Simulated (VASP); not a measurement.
# TiO2 in VASP: a series of runs

Aim: see how the results for TiO2 move with the level of theory and the settings. Levels: PBEsol, r2SCAN. Tasks: single point.

Program: VASP 6.6.1. These are calculated values, not measurements. Logs are shortened: lines on timing, memory, paths and dates and some standing lists are left out, and cuts for length are marked.

## 1. The cell of the first run

The typed cell holds 12 atoms: a = 5.451 Å, b = 5.451 Å, c = 5.451 Å, α = 114.75°, β = 106.90°, γ = 106.90°.

## 2. Single point, PBEsol

Contents of INCAR:

```
  ALGO = Normal
  EDIFF = 1E-6
  ENCUT = 520
  GGA = PS
  ISIF = 2
  ISMEAR = -1
  LASPH = T
  LCHARG = F
  LREAL = F
  LWAVE = F
  NBANDS = 60
  NELM = 80
  PREC = Accurate
  SIGMA = 0.05
```

Contents of KPOINTS:

```
k-points
0
Gamma
  6 6 6
```

Contents of POSCAR:

```
TiO2
1.0
   -2.9389769803      3.2465602849      3.2465582353
    2.9389769803     -3.2465602849      3.2465582353
    2.9389769803      3.2465602849     -3.2465582353
Ti O
4 8
Direct
    0.0000000000      0.5000000000      0.0000000000
    0.0000000000      0.0000000000      0.5000000000
    0.4999734760      0.2499734760      0.2500000000
    0.5000265240      0.7500265240      0.7500000000
    0.6955608318      0.6955518972      0.4999910654
    0.6955608318      0.1955697665      1.0000089346
    0.8044489179      0.7500104467      0.0544384712
    0.1955719755      0.7500104467      0.4455615288
    0.8044280245      0.2499895533      0.5544384712
    0.3044391682      0.8044302335     -0.0000089346
    0.1955510821      0.2499895533      0.9455615288
    0.3044391682      0.3044481028      0.5000089346
```

Potentials or basis: VASP PAW PBE potentials, release 64 (Ti_sv, O).

The run is started by

```console
$ cat potpaw_PBE.64/Ti_sv/POTCAR potpaw_PBE.64/O/POTCAR > POTCAR
$ mpirun -np 1 vasp_std > vasp.out
```

OUTCAR:

```text
EDIFF = 1E-6
   ENCUT = 520
   GGA = PS
   ISIF = 2
   ISMEAR = -1
   LASPH = T
   LREAL = F
   NELM = 80
   PREC = Accurate

 ion  position               nearest neighbor table
   1  0.000  0.500  0.000-   8 1.94   9 1.94   7 1.94  11 1.94  10 1.98   6 1.98
   2  0.000  0.000  0.500-   7 1.94  11 1.94   9 1.94   8 1.94   5 1.98  12 1.98
   3  0.500  0.250  0.250-  12 1.94  10 1.94   6 1.94   5 1.94  11 1.98   9 1.98
   4  0.500  0.750  0.750-   5 1.94   6 1.94  10 1.94  12 1.94   7 1.98   8 1.98
   5  0.696  0.696  0.500-   4 1.94   3 1.94   2 1.98
   6  0.696  0.196  0.000-   4 1.94   3 1.94   1 1.98
   7  0.804  0.750  0.054-   2 1.94   1 1.94   4 1.98
   8  0.196  0.750  0.446-   1 1.94   2 1.94   4 1.98
   9  0.804  0.250  0.554-   1 1.94   2 1.94   3 1.98
  10  0.304  0.804  1.000-   3 1.94   4 1.94   1 1.98
  11  0.196  0.250  0.946-   2 1.94   1 1.94   3 1.98
  12  0.304  0.304  0.500-   3 1.94   4 1.94   2 1.98

  LATTYP: Found a body centered tetragonal cell.
 ALAT       =     6.4931205698
 C/A-ratio  =     0.9052587115

  Lattice vectors:

 A1 = (  -2.9389769803,   3.2465602849,  -3.2465582353)
 A2 = (  -2.9389769803,  -3.2465602849,   3.2465582353)
 A3 = (   2.9389769803,   3.2465602849,   3.2465582353)

Analysis of symmetry for initial positions (statically):
=====================================================================
 Subroutine PRICEL returns:
 Original cell was already a primitive cell.

 Routine SETGRP: Setting up the symmetry group for a
 body centered tetragonal supercell.

 Subroutine GETGRP returns: Found  8 space group operations
 (whereof  4 operations were pure point group operations)
 out of a pool of 16 trial point group operations.

The static configuration has the point symmetry C_2h.
 The point group associated with its full space group is D_2h.

Analysis of symmetry for dynamics (positions and initial velocities):
=====================================================================
 Subroutine PRICEL returns:
 Original cell was already a primitive cell.

 Routine SETGRP: Setting up the symmetry group for a
 body centered tetragonal supercell.

 Subroutine GETGRP returns: Found  8 space group operations
 (whereof  4 operations were pure point group operations)
 out of a pool of 16 trial point group operations.

The dynamic configuration has the point symmetry C_2h.
 The point group associated with its full space group is D_2h.

[... 129 lines left out ...]
   NELECT =      96.0000    total number of electrons
   NUPDOWN=      -1.0000    fix difference up-down
   EMIN   =  10.00;   EMAX   =-10.00  energy-range for DOS
   EFERMI =   0.00;   METHOD = LEGACY
   ISMEAR =    -1;   SIGMA  =   0.05  broadening in eV -4-tet -1-fermi 0-gaus
   EFERMI_NEDOS =   21; number of points for ismear=-14 and -15
   IALGO  =     38    algorithm
   IMIX   =      4    mixing-type and parameters
     AMIX     =   0.40;   BMIX     =  1.00
     AMIX_MAG =   1.60;   BMIX_MAG =  1.00
  volume/ion in A,a.u.               =      10.33        69.68
  Fermi-wavevector in a.u.,A,eV,Ry     =   1.503595  2.841383 30.760036  2.260799
  Thomas-Fermi vector in A             =   2.614685
   LORBIT       =      0    0 simple, 1 ext, 2 COOP (PROOUT), +10 PAW based schemes
   GGA     = PS    functional components
   LHFCALC =     F    Hartree Fock is set to
   AEXX    =    0.0000 exact exchange contribution
   IVDW    =     0    specifies the selected vdW correction
   LEPSILON=     F    determine dielectric tensor
   LRPA    =     F    only Hartree local field effects (RPA)
 non-spin polarized calculation
  energy-cutoff  :      520.00
  volume of cell :      123.91
 maximum number of plane-waves:      3350
 NGX is ok and might be reduce to    42
   NGX = 21   NGY = 21   NGZ = 21

 number of electron      95.9999982 magnetization

 Free energy of the ion-electron system (eV)
  ---------------------------------------------------
  ext. energy  EPLUGINS =         0.00000000
  ---------------------------------------------------
  free energy    TOTEN  =      -112.19671402 eV

  energy without entropy =     -112.19671402  energy(sigma->0) =     -112.19671402

 E-fermi :   5.6895     XC(G=0): -11.7425

 val. band max:        4.8007195511   @ k =   0.0000   0.0000   0.0000
 cond. band min:       6.6416013252   @ k =   0.0000   0.0000   0.0000
 fundamental gap:      1.8408817742
 Fermi energy:         5.6895427925

 k-point     1 :       0.0000    0.0000    0.0000
  band No.  band energies     occupation
      1     -51.8223      2.00000
      2     -51.8039      2.00000
      3     -51.7681      2.00000
      4     -51.7680      2.00000
      5     -28.5035      2.00000
      6     -28.5034      2.00000
[... 1501 lines left out ...]
     59       8.5554      0.00000
     60       8.5555      0.00000

 [... further k-points ...]

------------------------ aborting loop because EDIFF is reached ----------------------------------------

  FORCE on cell =-STRESS in cart. coord.  units (eV):
  Direction    XX          YY          ZZ          XY          YZ          ZX
  --------------------------------------------------------------------------------------
  -------------------------------------------------------------------------------------
  Total        0.6916307      0.4597772      0.4605776      0.0000000     -0.0000000      0.0000000
  in kB        8.9429750      5.9450455      5.9553951      0.0000000     -0.0000000      0.0000000
  external PRESSURE =       6.9478052 kB  Pullay stress =       0.0000000 kB

 VOLUME and BASIS-vectors are now :
 -----------------------------------------------------------------------------
  energy-cutoff  :      520.00
  volume of cell :      123.91
      direct lattice vectors                 reciprocal lattice vectors
    -2.938976980  3.246560285  3.246558235     0.000000000  0.154009153  0.154009250
     2.938976980 -3.246560285  3.246558235     0.170127226  0.000000000  0.154009250
     2.938976980  3.246560285 -3.246558235     0.170127226  0.154009153  0.000000000

 POSITION                                       TOTAL-FORCE (eV/Angst)
 -----------------------------------------------------------------------------------
      1.46949     -1.62328      1.62328        -0.000000     -0.000000      0.000000
      1.46949      1.62328     -1.62328        -0.000000     -0.000000      0.000000
      0.00000      1.62328      1.62311        -0.000000     -0.000000      0.000232
      2.93898      1.62328      1.62345        -0.000000     -0.000000     -0.000232
      1.46944      1.62328      2.89308        -0.000016     -0.000000      0.024934
     -1.46944      1.62328      2.89308         0.000016     -0.000000      0.024934
      0.00000      0.35348      4.86991        -0.000000     -0.024912     -0.000135
      2.93898     -0.35348      1.62335         0.000000      0.024912     -0.000135
      0.00000      3.60004      1.62321        -0.000000     -0.024912      0.000135
      4.40841      1.62328      0.35348        -0.000016      0.000000     -0.024934
      2.93898      2.89308     -1.62335         0.000000      0.024912      0.000135
      1.46954      1.62328      0.35348         0.000016      0.000000     -0.024934
 -----------------------------------------------------------------------------------
    total drift:                               -0.000000      0.000000      0.000000

  FREE ENERGIE OF THE ION-ELECTRON SYSTEM (eV)
  ---------------------------------------------------
  free  energy   TOTEN  =      -112.1967140198 eV

  energy  without entropy=     -112.1967140187  energy(sigma->0) =     -112.19671402
```

OSZICAR:

```text
N       E                     dE             d eps       ncg     rms          rms(c)
DAV:   1     0.151522091253E+04    0.15152E+04   -0.47663E+04  5616   0.192E+03
DAV:   2     0.171243005742E+03   -0.13440E+04   -0.12750E+04  5568   0.596E+02
DAV:   3    -0.121987158658E+03   -0.29323E+03   -0.28179E+03  7124   0.242E+02
DAV:   4    -0.143951186942E+03   -0.21964E+02   -0.21897E+02  8256   0.714E+01
DAV:   5    -0.145121259904E+03   -0.11701E+01   -0.11695E+01  8244   0.133E+01    0.447E+01
DAV:   6    -0.113143992875E+03    0.31977E+02   -0.19037E+02  7564   0.966E+01    0.168E+01
DAV:   7    -0.112618232502E+03    0.52576E+00   -0.28186E+01  7296   0.308E+01    0.117E+01
DAV:   8    -0.112661019980E+03   -0.42787E-01   -0.78514E+00  7040   0.200E+01    0.654E+00
DAV:   9    -0.112185143741E+03    0.47588E+00   -0.29823E+00  7048   0.119E+01    0.157E+00
DAV:  10    -0.112204584852E+03   -0.19441E-01   -0.23056E-01  6616   0.265E+00    0.710E-01
DAV:  11    -0.112196735050E+03    0.78498E-02   -0.33010E-02  6528   0.903E-01    0.130E-01
DAV:  12    -0.112197236289E+03   -0.50124E-03   -0.25569E-03  7336   0.355E-01    0.209E-01
DAV:  13    -0.112196708187E+03    0.52810E-03   -0.16740E-03  7056   0.269E-01    0.336E-02
DAV:  14    -0.112196712604E+03   -0.44169E-05   -0.97870E-05  8232   0.529E-02    0.101E-02
DAV:  15    -0.112196713749E+03   -0.11454E-05   -0.64867E-06  6316   0.175E-02    0.690E-03
DAV:  16    -0.112196714020E+03   -0.27079E-06   -0.48045E-07  3120   0.517E-03
   1 F= -.11219671E+03 E0= -.11219671E+03  d E =-.106192E-08
```

Run time: 3.6 min. Hardware: 1 thread of Intel Xeon 6975P-C (Granite Rapids), shared host; peak memory 0.4 GiB.

What came out:

| Property | Result |
| --- | --- |
| Free energy | -112.1967 eV |
| Pressure | 0.7 GPa |
| Largest force | 0.025 eV/Å |
| Band gap on the k mesh | 1.84 eV |

Forces in eV/Å, atoms in the order of the input:
```
Ti   0.000  0.000  0.000
Ti   0.000  0.000  0.000
Ti   0.000  0.000  0.000
Ti   0.000  0.000  0.000
O    0.000  0.000  0.025
O    0.000  0.000  0.025
O    0.000 -0.025  0.000
O    0.000  0.025  0.000
O    0.000 -0.025  0.000
O    0.000  0.000 -0.025
O    0.000  0.025  0.000
O    0.000  0.000 -0.025
```

Stress tensor (GPa, compression positive):
```
0.89 0.00 0.00
0.00 0.59 0.00
0.00 0.00 0.60
```

Caveat: the PAW data sets were made with another functional, which shifts forces and pressure a little. A k mesh can miss the band edges.

## 3. Single point, r2SCAN

This run uses another cell than the first one, of 10.40 Å³/atom.

Contents of POSCAR:

```
TiO2
1.0
   -2.9536551332      3.2503941239      3.2504041107
    2.9536551332     -3.2503941239      3.2504041107
    2.9536551332      3.2503941239     -3.2504041107
Ti O
4 8
Direct
    0.0000000000      0.5000000000      0.0000000000
    0.0000000000      0.0000000000      0.5000000000
    0.4999986973      0.2499986973      0.2500000000
    0.5000013027      0.7500013027      0.7500000000
    0.6953877933      0.6953852635      0.4999974701
    0.6953877933      0.1953903232      1.0000025299
    0.8046156869      0.7500044241      0.0546112628
    0.1953931614      0.7500044241      0.4453887372
    0.8046068386      0.2499955759      0.5546112628
    0.3046122067      0.8046096768     -0.0000025299
    0.1953843131      0.2499955759      0.9453887372
    0.3046122067      0.3046147365      0.5000025299
```

Contents of INCAR.step1:

```
ALGO = Normal ; EDIFF = 1E-4
ENCUT = 520 ; GGA = PE
ISMEAR = -1 ; LASPH = True
LCHARG = False ; LREAL = False
LWAVE = True ; NBANDS = 60
NELM = 80 ; PREC = Accurate
SIGMA = 0.05
```

Contents of INCAR.step2:

```
ALGO = Normal ; EDIFF = 1E-6
ENCUT = 520 ; ISIF = 2
ISMEAR = -1 ; ISTART = 1
LASPH = True ; LCHARG = False
LMIXTAU = True ; LREAL = False
LWAVE = False ; METAGGA = R2SCAN
NBANDS = 60 ; NELM = 80
PREC = Accurate ; SIGMA = 0.05
```

KPOINTS is that of step 2.

Potentials or basis: VASP PAW PBE potentials, release 64 (Ti_sv, O).

The run is started by

```console
$ cat potpaw_PBE.64/Ti_sv/POTCAR potpaw_PBE.64/O/POTCAR > POTCAR
$ cp INCAR.step1 INCAR
$ mpirun -np 1 vasp_std > vasp.out
$ cp INCAR.step2 INCAR
$ mpirun -np 1 vasp_std > vasp.out
```

Run time: 39 min. Hardware: 1 thread of Intel Xeon 8259CL, shared host; peak memory 0.39 GiB.

The run converged. Its results:

```yaml
Free_energy: -139.5884 eV
Pressure: 1.2 GPa
Largest_force: 0.029 eV/Å
Band_gap_on_the_k_mesh: 2.23 eV
```

Forces on the atoms (eV/Å):
```
Ti   0.000  0.000  0.000
Ti   0.000  0.000  0.000
Ti   0.000  0.000  0.000
Ti   0.000  0.000  0.000
O    0.000  0.000  0.029
O    0.000  0.000  0.029
O    0.000 -0.029  0.000
O    0.000  0.029  0.000
O    0.000 -0.029  0.000
O    0.000  0.000 -0.029
O    0.000  0.029  0.000
O    0.000  0.000 -0.029
```

Stress tensor (GPa, compression positive):
```
1.73 0.00 0.00
0.00 1.00 0.00
0.00 0.00 1.00
```

Levels at points of the mesh, in eV from the valence-band top:
```tsv
k point	band 45	band 46	band 47	band 48	band 49	band 50	band 51	band 52
(0.00, 0.00, 0.00)	-0.72	-0.49	-0.49	0.00	2.23	2.55	2.79	2.88
(0.50, 0.00, 0.00)	-1.09	-1.09	-0.77	-0.77	2.29	2.29	2.92	2.92
(0.00, 0.50, 0.00)	-1.27	-1.27	-0.68	-0.68	2.64	2.64	3.02	3.02
(0.50, 0.50, 0.50)	-1.38	-1.38	-1.13	-1.13	2.27	2.27	2.90	2.90
```

Caveat: the PAW data sets were made with another functional, which shifts forces and pressure a little.
